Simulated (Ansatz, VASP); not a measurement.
SnTe: VASP beside Ansatz

```
CELL_PARAMETERS angstrom
0.00000 3.18933 3.18933
3.18933 0.00000 3.18933
3.18933 3.18933 0.00000
ATOMIC_POSITIONS crystal
Sn 0.00000 0.00000 0.00000
Te 0.50000 0.50000 0.50000
```

Alike in both runs: task single point; functional PBE; k mesh 2 × 2 × 2; occupations fermi-dirac, width 0.02 eV; no spin polarisation.

```csv
,VASP,Ansatz
version,VASP 6.6.1,Ansatz 0.2.0
potentials or method,"VASP PAW PBE potentials, release 64 (Sn_d, Te)",plane waves
plane-wave cutoff (eV),500,420
valence electrons in the cell,20,30
```

|  | VASP | Ansatz | Ansatz less VASP |
| --- | --- | --- | --- |
| pressure (GPa) | 4.3 | 4.3 | -0.03 |

The functional is the same, so the differences come from potentials, cutoffs and numerics. VASP's potentials hold 20 valence electrons a cell and Ansatz's 30, so a difference there can come from the potentials and not from the codes.

The k mesh is coarse, so the values compare programs but aren't converged. Spin-orbit coupling is off throughout.
